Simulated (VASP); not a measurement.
# F (Pm-3m) in VASP: a series of runs, part 2 of 3

VASP 6.6.1. Earlier steps stand in the parts before.

### Step 3. Single point, PBE (volume scaled by 0.6)

Input file INCAR:

```
SYSTEM = F
PREC = Accurate
ENCUT = 520
EDIFF = 1E-7
ISMEAR = -1
SIGMA = 0.05
LREAL = .False.
LASPH = .True.
NELM = 100
ALGO = Normal
ISIF = 2
LWAVE = .False.
LCHARG = .False.
GGA = PE
NBANDS = 10
```

Input file KPOINTS:

```
regular mesh
0
Gamma
  17 17 17
  0 0 0
```

Input file POSCAR:

```
F
1.0
    1.8479010102      0.0000000000      0.0000000000
    0.0000000000      1.8479010102      0.0000000000
    0.0000000000      0.0000000000      1.8479010102
F
1
Direct
    0.0000000000      0.0000000000      0.0000000000
```

Potentials or basis: VASP PAW PBE potentials, release 64 (F).

On the command line:

```
cat potpaw_PBE.64/F/POTCAR > POTCAR
mpirun -np 1 vasp_std > vasp.out
```

OUTCAR:

```text
SYSTEM = F
   PREC = Accurate
   ENCUT = 520
   EDIFF = 1E-7
   ISMEAR = -1
   LREAL = .False.
   LASPH = .True.
   NELM = 100
   ISIF = 2
   GGA = PE

 ion  position               nearest neighbor table
   1  0.000  0.000  0.000-

  LATTYP: Found a simple cubic cell.
 ALAT       =     1.8479010102

  Lattice vectors:

 A1 = (   1.8479010102,   0.0000000000,   0.0000000000)
 A2 = (   0.0000000000,   1.8479010102,   0.0000000000)
 A3 = (   0.0000000000,   0.0000000000,   1.8479010102)

Analysis of symmetry for initial positions (statically):
=====================================================================
 Subroutine PRICEL returns:
 Original cell was already a primitive cell.

 Routine SETGRP: Setting up the symmetry group for a
 simple cubic supercell.

 Subroutine GETGRP returns: Found 48 space group operations
 (whereof 48 operations were pure point group operations)
 out of a pool of 48 trial point group operations.

The static configuration has the point symmetry O_h .

Analysis of symmetry for dynamics (positions and initial velocities):
=====================================================================
 Subroutine PRICEL returns:
 Original cell was already a primitive cell.

 Routine SETGRP: Setting up the symmetry group for a
 simple cubic supercell.

 Subroutine GETGRP returns: Found 48 space group operations
 (whereof 48 operations were pure point group operations)
 out of a pool of 48 trial point group operations.

The dynamic configuration has the point symmetry O_h .

 Subroutine INISYM returns: Found 48 space group operations
 (whereof 48 operations are pure point group operations),
 and found     1 'primitive' translations

----------------------------------------------------------------------------------------

                                     Primitive cell

[... 110 lines left out ...]
  Fermi-wavevector in a.u.,A,eV,Ry     =   1.694710  3.202538 39.076518  2.872043
  Thomas-Fermi vector in A             =   2.775886
   LORBIT       =      0    0 simple, 1 ext, 2 COOP (PROOUT), +10 PAW based schemes
   GGA     = PE    functional components
   LHFCALC =     F    Hartree Fock is set to
   AEXX    =    0.0000 exact exchange contribution
   IVDW    =     0    specifies the selected vdW correction
   LEPSILON=     F    determine dielectric tensor
   LRPA    =     F    only Hartree local field effects (RPA)
 non-spin polarized calculation
  energy-cutoff  :      520.00
  volume of cell :        6.31
 maximum number of plane-waves:       177
 NGX is ok and might be reduce to    14
   NGX =  7   NGY =  7   NGZ =  7

 number of electron       6.9999989 magnetization

 Free energy of the ion-electron system (eV)
  ---------------------------------------------------
  ext. energy  EPLUGINS =         0.00000000
  ---------------------------------------------------
  free energy    TOTEN  =        -0.10995848 eV

  energy without entropy =       -0.10337634  energy(sigma->0) =       -0.10666741

 E-fermi :   3.3771     XC(G=0): -12.9049

 val. band max:        3.3485246263   @ k =   0.1765   0.0000   0.0000
 cond. band min:       3.3793533071   @ k =   0.1765   0.0588   0.0000
 fundamental gap:      0.0308286808
 Fermi energy:         3.3770714246

 k-point     1 :       0.0000    0.0000    0.0000
  band No.  band energies     occupation
      1     -24.2935      2.00000
      2       3.0808      1.99467
      3       3.0808      1.99467
      4       3.0808      1.99467
      5      20.0430      0.00000
      6      35.3982      0.00000
      7      35.3982      0.00000
      8      54.5833      0.00000
      9      54.5833      0.00000
     10      54.5833      0.00000
[... 287 lines left out ...]
 k-point    24 :       0.4706    0.1176    0.0000
  band No.  band energies     occupation
      1     -20.5480      2.00000
      2      -6.3268      2.00000
      3       2.9712      1.99940
      4       4.1850      0.00000
      5      25.8311      0.00000
      6      32.2876      0.00000
      7      42.5291      0.00000
      8      43.9226      0.00000
      9      48.3950      0.00000
     10      57.3588      0.00000

 [... further k-points ...]

------------------------ aborting loop because EDIFF is reached ----------------------------------------

  FORCE on cell =-STRESS in cart. coord.  units (eV):
  Direction    XX          YY          ZZ          XY          YZ          ZX
  --------------------------------------------------------------------------------------
  -------------------------------------------------------------------------------------
  Total        4.6594279      4.6594279      4.6594279     -0.0000000     -0.0000000      0.0000000
  in kB     1183.0608156   1183.0608156   1183.0608156     -0.0000000     -0.0000000      0.0000000
  external PRESSURE =    1183.0608156 kB  Pullay stress =       0.0000000 kB

 VOLUME and BASIS-vectors are now :
 -----------------------------------------------------------------------------
  energy-cutoff  :      520.00
  volume of cell :        6.31
      direct lattice vectors                 reciprocal lattice vectors
     1.847901010  0.000000000  0.000000000     0.541154529  0.000000000  0.000000000
     0.000000000  1.847901010  0.000000000     0.000000000  0.541154529  0.000000000
     0.000000000  0.000000000  1.847901010     0.000000000  0.000000000  0.541154529

 POSITION                                       TOTAL-FORCE (eV/Angst)
 -----------------------------------------------------------------------------------
      0.00000      0.00000      0.00000         0.000000      0.000000      0.000000
 -----------------------------------------------------------------------------------
    total drift:                               -0.000000     -0.000000     -0.000000

  FREE ENERGIE OF THE ION-ELECTRON SYSTEM (eV)
  ---------------------------------------------------
  free  energy   TOTEN  =        -0.1099584792 eV

  energy  without entropy=       -0.1033763418  energy(sigma->0) =       -0.10666741
```

OSZICAR:

```text
N       E                     dE             d eps       ncg     rms          rms(c)
DAV:   1     0.157788411159E+02    0.15779E+02   -0.41767E+03  3624   0.650E+02
DAV:   2    -0.292865039063E-01   -0.15808E+02   -0.15257E+02  3694   0.130E+02
DAV:   3    -0.144383454017E+00   -0.11510E+00   -0.11480E+00  3888   0.892E+00
DAV:   4    -0.144436335172E+00   -0.52881E-04   -0.52881E-04  3518   0.244E-01
DAV:   5    -0.144436373711E+00   -0.38539E-07   -0.38747E-07  3684   0.591E-03    0.141E+00
DAV:   6    -0.111717474403E+00    0.32719E-01   -0.72475E-02  3412   0.232E+00    0.493E-01
DAV:   7    -0.109488241005E+00    0.22292E-02   -0.16011E-02  3450   0.114E+00    0.147E-01
DAV:   8    -0.109955876922E+00   -0.46764E-03   -0.46724E-04  3516   0.179E-01    0.121E-02
DAV:   9    -0.109957843391E+00   -0.19665E-05   -0.19943E-06  3732   0.141E-02    0.675E-03
DAV:  10    -0.109958439248E+00   -0.59586E-06   -0.13868E-06  3490   0.104E-02    0.540E-04
DAV:  11    -0.109958479152E+00   -0.39905E-07   -0.22837E-08  3338   0.132E-03
   1 F= -.10995848E+00 E0= -.10666741E+00  d E =-.658214E-02
```

Run time: 3 s. Hardware: 1 thread of Intel Xeon Platinum 8375C at 2.90GHz (Ice Lake), shared host; peak memory 0.11 GiB.

Results:

```yaml
Free_energy: -0.1100 eV
Pressure: 118.3 GPa
```

Caveat: an odd number of electrons without spin polarisation forces a metal; a magnetic or distorted state may lie lower.

### Step 4. Single point, PBE (volume scaled by 0.7)

Input file INCAR:

```
SYSTEM = F
PREC = Accurate
ENCUT = 520
EDIFF = 1E-6
ISMEAR = -1
SIGMA = 0.05
LREAL = .FALSE.
LASPH = .TRUE.
NELM = 60
ALGO = Normal
ISIF = 2
LWAVE = .FALSE.
LCHARG = .FALSE.
GGA = PE
NBANDS = 10
```

Input file KPOINTS:

```
regular mesh
0
G
  17 17 17
  0 0 0
```

Input file POSCAR:

```
F
1.0
    1.9453345468      0.0000000000      0.0000000000
    0.0000000000      1.9453345468      0.0000000000
    0.0000000000      0.0000000000      1.9453345468
F
1
Direct
    0.0000000000      0.0000000000      0.0000000000
```

Potentials or basis: VASP PAW PBE potentials, release 64 (F).

On the command line:

```
cat potpaw_PBE.64/F/POTCAR > POTCAR
mpirun -np 1 vasp_std > vasp.out
```

OUTCAR:

```text
SYSTEM = F
   PREC = Accurate
   ENCUT = 520
   EDIFF = 1E-6
   ISMEAR = -1
   LREAL = .FALSE.
   LASPH = .TRUE.
   NELM = 60
   ISIF = 2
   GGA = PE

 ion  position               nearest neighbor table
   1  0.000  0.000  0.000-

  LATTYP: Found a simple cubic cell.
 ALAT       =     1.9453345468

  Lattice vectors:

 A1 = (   1.9453345468,   0.0000000000,   0.0000000000)
 A2 = (   0.0000000000,   1.9453345468,   0.0000000000)
 A3 = (   0.0000000000,   0.0000000000,   1.9453345468)

Analysis of symmetry for initial positions (statically):
=====================================================================
 Subroutine PRICEL returns:
 Original cell was already a primitive cell.

 Routine SETGRP: Setting up the symmetry group for a
 simple cubic supercell.

 Subroutine GETGRP returns: Found 48 space group operations
 (whereof 48 operations were pure point group operations)
 out of a pool of 48 trial point group operations.

The static configuration has the point symmetry O_h .

Analysis of symmetry for dynamics (positions and initial velocities):
=====================================================================
 Subroutine PRICEL returns:
 Original cell was already a primitive cell.

 Routine SETGRP: Setting up the symmetry group for a
 simple cubic supercell.

 Subroutine GETGRP returns: Found 48 space group operations
 (whereof 48 operations were pure point group operations)
 out of a pool of 48 trial point group operations.

The dynamic configuration has the point symmetry O_h .

 Subroutine INISYM returns: Found 48 space group operations
 (whereof 48 operations are pure point group operations),
 and found     1 'primitive' translations

----------------------------------------------------------------------------------------

                                     Primitive cell

  volume of cell :       7.3618

  direct lattice vectors                    reciprocal lattice vectors
     1.945334547  0.000000000  0.000000000     0.514050399  0.000000000  0.000000000
     0.000000000  1.945334547  0.000000000     0.000000000  0.514050399  0.000000000
     0.000000000  0.000000000  1.945334547     0.000000000  0.000000000  0.514050399

  length of vectors
     1.945334547  1.945334547  1.945334547     0.514050399  0.514050399  0.514050399

  position of ions in fractional coordinates (direct lattice)
     0.000000000  0.000000000  0.000000000

  ion indices of the primitive-cell ions
   primitive index   ion index
                 1           1

----------------------------------------------------------------------------------------

 KPOINTS: regular mesh

Automatic generation of k-mesh.
 Grid dimensions read from file:
 generate k-points for:   17   17   17

 Generating k-lattice:

  Cartesian coordinates                     Fractional coordinates (reciprocal lattice)
     0.030238259  0.000000000  0.000000000     0.058823529  0.000000000  0.000000000
     0.000000000  0.030238259  0.000000000     0.000000000  0.058823529  0.000000000
     0.000000000  0.000000000  0.030238259     0.000000000  0.000000000  0.058823529

  Length of vectors
     0.030238259  0.030238259  0.030238259

  Shift w.r.t. Gamma in fractional coordinates (k-lattice)
     0.000000000  0.000000000  0.000000000

 Subroutine IBZKPT returns following result:
 ===========================================

 Found    165 irreducible k-points:

 Following reciprocal coordinates:
            Coordinates               Weight
  0.000000  0.000000  0.000000      1.000000
  0.058824  0.000000  0.000000      6.000000
  0.117647  0.000000  0.000000      6.000000
  0.176471  0.000000  0.000000      6.000000
  0.235294  0.000000  0.000000      6.000000
  0.294118  0.000000  0.000000      6.000000
[... 16 lines left out ...]
  0.411765  0.117647  0.000000     24.000000
  0.470588  0.117647  0.000000     24.000000
 [... further k-points ...]
   k-points           NKPTS =    165   k-points in BZ     NKDIM =    165   number of bands    NBANDS=     10
   number of dos      NEDOS =    301   number of ions     NIONS =      1
   total plane-waves  NPLWV =   2744
   dimension x,y,z NGX =    14 NGY =   14 NGZ =   14
   dimension x,y,z NGXF=    28 NGYF=   28 NGZF=   28
   ions per type =               1
   NGX,Y,Z   is equivalent  to a cutoff of  11.96, 11.96, 11.96 a.u.
   NGXF,Y,Z  is equivalent  to a cutoff of  23.93, 23.93, 23.93 a.u.
 SYSTEM =  F
   PREC   = accura    normal or accurate (medium, high low for compatibility)
   ISTART =      0    job   : 0-new  1-cont  2-samecut
   ICHARG =      2    charge: 1-file 2-atom 10-const
   ISPIN  =      1    spin polarized calculation?
   LNONCOLLINEAR =      F non collinear calculations
   LSORBIT =      F    spin-orbit coupling
   LASPH  =      T    aspherical Exc in radial PAW
   ENCUT  =  520.0 eV  38.22 Ry    6.18 a.u.   3.62  3.62  3.62*2*pi/ulx,y,z
   NELM   =     60;   NELMIN=  2; NELMDL= -5     # of ELM steps
   EDIFF  = 0.1E-05   stopping-criterion for ELM
   LREAL  =      F    real-space projection
   EDIFFG = 0.1E-04   stopping-criterion for IOM
   NSW    =      0    number of steps for IOM
   IBRION =     -1    ionic relax: 0-MD 1-quasi-New 2-CG
   NFREE  =      0    steps in history (QN), initial steepest desc. (CG)
   ISIF   =      2    stress and relaxation
   ISYM   =      2    0-nonsym 1-usesym 2-fastsym
   POTIM  = 0.5000    time-step for ionic-motion
   TEBEG  =    0.0;   TEEND  =   0.0 temperature during run
   PSTRESS=    0.0 pullay stress
   NELECT =       7.0000    total number of electrons
   NUPDOWN=      -1.0000    fix difference up-down
   EMIN   =  10.00;   EMAX   =-10.00  energy-range for DOS
   EFERMI =   0.00;   METHOD = LEGACY
   ISMEAR =    -1;   SIGMA  =   0.05  broadening in eV -4-tet -1-fermi 0-gaus
   EFERMI_NEDOS =   21; number of points for ismear=-14 and -15
   IALGO  =     38    algorithm
   IMIX   =      4    mixing-type and parameters
     AMIX     =   0.40;   BMIX     =  1.00
     AMIX_MAG =   1.60;   BMIX_MAG =  1.00
  volume/ion in A,a.u.               =       7.36        49.68
  Fermi-wavevector in a.u.,A,eV,Ry     =   1.609829  3.042137 35.260192  2.591551
  Thomas-Fermi vector in A             =   2.705477
   LORBIT       =      0    0 simple, 1 ext, 2 COOP (PROOUT), +10 PAW based schemes
   GGA     = PE    functional components
   LHFCALC =     F    Hartree Fock is set to
   AEXX    =    0.0000 exact exchange contribution
   IVDW    =     0    specifies the selected vdW correction
   LEPSILON=     F    determine dielectric tensor
   LRPA    =     F    only Hartree local field effects (RPA)
 non-spin polarized calculation
  energy-cutoff  :      520.00
  volume of cell :        7.36
 maximum number of plane-waves:       208
   NGX =  7   NGY =  7   NGZ =  7

 number of electron       7.0000018 magnetization

 Free energy of the ion-electron system (eV)
  ---------------------------------------------------
  ext. energy  EPLUGINS =         0.00000000
  ---------------------------------------------------
  free energy    TOTEN  =        -0.66366439 eV

  energy without entropy =       -0.65537469  energy(sigma->0) =       -0.65951954

 E-fermi :   0.9817     XC(G=0): -11.9507

 val. band max:        0.9750656712   @ k =   0.1765   0.0000   0.0000
 cond. band min:       0.9927987763   @ k =   0.2941   0.0588   0.0588
 fundamental gap:      0.0177331051
 Fermi energy:         0.9816765746

 k-point     1 :       0.0000    0.0000    0.0000
  band No.  band energies     occupation
      1     -24.6519      2.00000
      2       0.7633      1.97494
      3       0.7633      1.97494
      4       0.7633      1.97494
      5      16.1014      0.00000
      6      31.9631      0.00000
      7      31.9631      0.00000
      8      48.4616      0.00000
      9      48.4616      0.00000
     10      48.4616      0.00000

 k-point     2 :       0.0588    0.0000    0.0000
  band No.  band energies     occupation
      1     -24.5815      2.00000
      2       0.4502      1.99995
      3       0.7889      1.95856
      4       0.7889      1.95856
      5      16.2896      0.00000
      6      32.0144      0.00000
      7      32.0890      0.00000
      8      48.2947      0.00000
      9      48.2947      0.00000
     10      48.4199      0.00000
[... 274 lines left out ...]
 k-point    24 :       0.4706    0.1176    0.0000
  band No.  band energies     occupation
      1     -21.8175      2.00000
      2      -6.8413      2.00000
      3       0.6396      1.99787
      4       1.6308      0.00000
      5      22.1710      0.00000
      6      27.4471      0.00000
      7      38.1995      0.00000
      8      39.4774      0.00000
      9      43.6442      0.00000
     10      51.5829      0.00000

 [... further k-points ...]

------------------------ aborting loop because EDIFF is reached ----------------------------------------

  FORCE on cell =-STRESS in cart. coord.  units (eV):
  Direction    XX          YY          ZZ          XY          YZ          ZX
  --------------------------------------------------------------------------------------
  -------------------------------------------------------------------------------------
  Total        2.5544071      2.5544071      2.5544071      0.0000000      0.0000000     -0.0000000
  in kB      555.9270299    555.9270299    555.9270299      0.0000000      0.0000000     -0.0000000
  external PRESSURE =     555.9270299 kB  Pullay stress =       0.0000000 kB

 VOLUME and BASIS-vectors are now :
 -----------------------------------------------------------------------------
  energy-cutoff  :      520.00
  volume of cell :        7.36
      direct lattice vectors                 reciprocal lattice vectors
     1.945334547  0.000000000  0.000000000     0.514050399  0.000000000  0.000000000
     0.000000000  1.945334547  0.000000000     0.000000000  0.514050399  0.000000000
     0.000000000  0.000000000  1.945334547     0.000000000  0.000000000  0.514050399

 POSITION                                       TOTAL-FORCE (eV/Angst)
 -----------------------------------------------------------------------------------
      0.00000      0.00000      0.00000         0.000000      0.000000      0.000000
 -----------------------------------------------------------------------------------
    total drift:                               -0.000000     -0.000000     -0.000000

  FREE ENERGIE OF THE ION-ELECTRON SYSTEM (eV)
  ---------------------------------------------------
  free  energy   TOTEN  =        -0.6636643949 eV

  energy  without entropy=       -0.6553746904  energy(sigma->0) =       -0.65951954
```

stdout:

```text
POSCAR found type information on POSCAR F
 POSCAR found :  1 types and       1 ions
 scaLAPACK will be used
 LDA part: xc-table for (Slater+PW92), standard interpolation
 POSCAR, INCAR and KPOINTS ok, starting setup
 FFT: planning ... GRIDC
 FFT: planning ... GRID_SOFT
 FFT: planning ... GRID
 WAVECAR not read
 entering main loop
```

Wall time 2.9 s (1 thread of Intel Xeon Platinum 8375C at 2.90GHz (Ice Lake), shared host); peak memory 0.11 GiB.

What came out:

```
Free energy : -0.6637 eV
Pressure    : 55.6 GPa
```

Caveat: an odd number of electrons without spin polarisation forces a metal; a magnetic or distorted state may lie lower.

(Part 2 of 3 ends here.)
